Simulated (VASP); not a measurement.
# Tc (Fm-3m) in VASP: further runs, part 2 of 2

VASP 6.6.1. Earlier steps stand in the parts before.

## (4) Electric field gradients, PBEsol (volume scaled by 1.06)

The input, INCAR:

```
ALGO     = Normal         # electronic algorithm
EDIFF    = 1E-8           # SCF threshold, eV
ENCUT    = 520            # plane-wave cutoff, eV
GGA      = PS             # functional
ISIF     = 2              # what is computed and relaxed
ISMEAR   = -1             # smearing method
LASPH    = True           # aspherical terms in the spheres
LCHARG   = False          # write CHGCAR
LEFG     = True         
LREAL    = False          # projectors in reciprocal space
LWAVE    = False          # write WAVECAR
NBANDS   = 12             # bands
NELM     = 60             # most SCF steps
PREC     = Accurate       # precision mode
SIGMA    = 0.03           # smearing width, eV
```

The input, KPOINTS:

```
k-points
0
Gamma
  18 18 18
```

The input, POSCAR:

```
Tc
1.0
    0.0000000000      1.9882450037      1.9882450037
    1.9882450037      0.0000000000      1.9882450037
    1.9882450037      1.9882450037      0.0000000000
Tc
1
Direct
    0.0000000000      0.0000000000      0.0000000000
```

Potentials or basis: VASP PAW PBE potentials, release 64 (Tc_pv).

The run is started by

```
cat potpaw_PBE.64/Tc_pv/POTCAR > POTCAR
mpirun -np 1 vasp_std > vasp.out
```

OUTCAR:

```text
EDIFF = 1E-8
   ENCUT = 520
   GGA = PS
   ISIF = 2
   ISMEAR = -1
   LASPH = True
   LREAL = False
   NELM = 60
   PREC = Accurate

 ion  position               nearest neighbor table
   1  0.000  0.000  0.000-

  LATTYP: Found a face centered cubic cell.
 ALAT       =     3.9764900074

  Lattice vectors:

 A1 = (   0.0000000000,   1.9882450037,   1.9882450037)
 A2 = (   1.9882450037,   0.0000000000,   1.9882450037)
 A3 = (   1.9882450037,   1.9882450037,   0.0000000000)

Analysis of symmetry for initial positions (statically):
=====================================================================
 Subroutine PRICEL returns:
 Original cell was already a primitive cell.

 Routine SETGRP: Setting up the symmetry group for a
 face centered cubic supercell.

 Subroutine GETGRP returns: Found 48 space group operations
 (whereof 48 operations were pure point group operations)
 out of a pool of 48 trial point group operations.

The static configuration has the point symmetry O_h .

Analysis of symmetry for dynamics (positions and initial velocities):
=====================================================================
 Subroutine PRICEL returns:
 Original cell was already a primitive cell.

 Routine SETGRP: Setting up the symmetry group for a
 face centered cubic supercell.

 Subroutine GETGRP returns: Found 48 space group operations
 (whereof 48 operations were pure point group operations)
 out of a pool of 48 trial point group operations.

The dynamic configuration has the point symmetry O_h .

 Subroutine INISYM returns: Found 48 space group operations
 (whereof 48 operations are pure point group operations),
 and found     1 'primitive' translations

----------------------------------------------------------------------------------------

                                     Primitive cell

  volume of cell :      15.7195

  direct lattice vectors                    reciprocal lattice vectors
     0.000000000  1.988245004  1.988245004    -0.251478062  0.251478062  0.251478062
     1.988245004  0.000000000  1.988245004     0.251478062 -0.251478062  0.251478062
     1.988245004  1.988245004  0.000000000     0.251478062  0.251478062 -0.251478062

  length of vectors
     2.811803050  2.811803050  2.811803050     0.435572780  0.435572780  0.435572780

  position of ions in fractional coordinates (direct lattice)
     0.000000000  0.000000000  0.000000000

  ion indices of the primitive-cell ions
   primitive index   ion index
                 1           1

----------------------------------------------------------------------------------------

 KPOINTS: k-points

Automatic generation of k-mesh.
 Grid dimensions read from file:
 generate k-points for:   18   18   18

 Generating k-lattice:

  Cartesian coordinates                     Fractional coordinates (reciprocal lattice)
[... 65 lines left out ...]
   NFREE  =      0    steps in history (QN), initial steepest desc. (CG)
   ISIF   =      2    stress and relaxation
   ISYM   =      2    0-nonsym 1-usesym 2-fastsym
   POTIM  = 0.5000    time-step for ionic-motion
   TEBEG  =    0.0;   TEEND  =   0.0 temperature during run
   PSTRESS=    0.0 pullay stress
   NELECT =      13.0000    total number of electrons
   NUPDOWN=      -1.0000    fix difference up-down
   EMIN   =  10.00;   EMAX   =-10.00  energy-range for DOS
   EFERMI =   0.00;   METHOD = LEGACY
   ISMEAR =    -1;   SIGMA  =   0.03  broadening in eV -4-tet -1-fermi 0-gaus
   EFERMI_NEDOS =   21; number of points for ismear=-14 and -15
   IALGO  =     38    algorithm
   IMIX   =      4    mixing-type and parameters
     AMIX     =   0.40;   BMIX     =  1.00
     AMIX_MAG =   1.60;   BMIX_MAG =  1.00
  volume/ion in A,a.u.               =      15.72       106.08
  Fermi-wavevector in a.u.,A,eV,Ry     =   1.536654  2.903855 32.127506  2.361305
  Thomas-Fermi vector in A             =   2.643272
   LORBIT       =      0    0 simple, 1 ext, 2 COOP (PROOUT), +10 PAW based schemes
   GGA     = PS    functional components
   LHFCALC =     F    Hartree Fock is set to
   AEXX    =    0.0000 exact exchange contribution
   IVDW    =     0    specifies the selected vdW correction
   LEPSILON=     F    determine dielectric tensor
   LRPA    =     F    only Hartree local field effects (RPA)
 non-spin polarized calculation
  energy-cutoff  :      520.00
  volume of cell :       15.72
 maximum number of plane-waves:       444
 NGX is ok and might be reduce to    24
   NGX = 11   NGY = 11   NGZ = 11

 number of electron      12.9999999 magnetization

 Free energy of the ion-electron system (eV)
  ---------------------------------------------------
  ext. energy  EPLUGINS =         0.00000000
  ---------------------------------------------------
  free energy    TOTEN  =       -11.02931521 eV

  energy without entropy =      -11.02601999  energy(sigma->0) =      -11.02766760

 E-fermi :  11.1281     XC(G=0): -13.3999

 val. band max:       11.1247627077   @ k =   0.1667   0.1111   0.0000
 cond. band min:      11.1614548353   @ k =   0.3889   0.2222   0.0000
 fundamental gap:      0.0366921276
 Fermi energy:        11.1280530881

 k-point     1 :       0.0000    0.0000    0.0000
  band No.  band energies     occupation
      1     -27.2688      2.00000
      2     -27.2688      2.00000
      3     -27.2688      2.00000
      4       4.0017      2.00000
      5       9.5687      2.00000
      6       9.5687      2.00000
      7       9.5687      2.00000
      8      11.8542      0.00000
      9      11.8542      0.00000
     10      25.1503      0.00000
     11      30.2542      0.00000
     12      30.2542      0.00000
[... 331 lines left out ...]
 k-point    24 :      -0.2222    0.0556    0.0000
  band No.  band energies     occupation
      1     -27.7277      2.00000
      2     -27.3603      2.00000
      3     -27.3190      2.00000
      4       5.8395      2.00000
      5       8.9825      2.00000
      6       9.9364      2.00000
      7      10.0215      2.00000
      8      11.5971      0.00000
      9      12.3535      0.00000
     10      25.5067      0.00000
     11      27.5157      0.00000
     12      32.3754      0.00000

 [... further k-points ...]
[... 5 lines left out ...]
  --------------------------------------------------------------------------------------
  -------------------------------------------------------------------------------------
  Total       -2.8084994     -2.8084994     -2.8084994      0.0000000     -0.0000000      0.0000000
  in kB     -286.2498162   -286.2498162   -286.2498162      0.0000000     -0.0000000      0.0000000
  external PRESSURE =    -286.2498162 kB  Pullay stress =       0.0000000 kB

 VOLUME and BASIS-vectors are now :
 -----------------------------------------------------------------------------
  energy-cutoff  :      520.00
  volume of cell :       15.72
      direct lattice vectors                 reciprocal lattice vectors
     0.000000000  1.988245004  1.988245004    -0.251478062  0.251478062  0.251478062
     1.988245004  0.000000000  1.988245004     0.251478062 -0.251478062  0.251478062
     1.988245004  1.988245004  0.000000000     0.251478062  0.251478062 -0.251478062

 POSITION                                       TOTAL-FORCE (eV/Angst)
 -----------------------------------------------------------------------------------
      0.00000      0.00000      0.00000        -0.000000     -0.000000     -0.000000
 -----------------------------------------------------------------------------------
    total drift:                               -0.000000     -0.000000     -0.000000

  FREE ENERGIE OF THE ION-ELECTRON SYSTEM (eV)
  ---------------------------------------------------
  free  energy   TOTEN  =       -11.0293152091 eV

  energy  without entropy=      -11.0260199910  energy(sigma->0) =      -11.02766760

 Electric field gradients (V/A^2)
---------------------------------------------------------------------
 ion       V_xx      V_yy      V_zz      V_xy      V_xz      V_yz
---------------------------------------------------------------------
   1       0.000     0.000    -0.000     0.000     0.000     0.000
---------------------------------------------------------------------

 Electric field gradients after diagonalization (V/A^2)
 (convention: |V_zz| > |V_xx| > |V_yy|)
----------------------------------------------------------------------
 ion       V_xx      V_yy      V_zz     asymmetry (V_yy - V_xx)/ V_zz
----------------------------------------------------------------------
   1      -0.000    -0.000     0.001       0.000
----------------------------------------------------------------------

           NMR quadrupolar parameters

 Cq : quadrupolar parameter    Cq=e*Q*V_zz/h
 eta: asymmetry parameters     (V_yy - V_xx)/ V_zz
 Q  : nuclear electric quadrupole moment in mb (millibarn)
----------------------------------------------------------------------
 ion       Cq(MHz)       eta       Q (mb)
----------------------------------------------------------------------
   1       0.000       0.000       1.000
----------------------------------------------------------------------
```

It took 27 s on 1 thread of AMD EPYC 9R45 (Zen 5), shared host; peak memory 0.13 GiB.

Results:

```
Free energy : -11.0293 eV
Pressure    : -28.6 GPa
```

Caveat: without QUAD_EFG the Cq values of the log hold for a quadrupole moment of 1 mb, not for the nuclei; the PAW data sets were made with another functional, which shifts forces and pressure a little.
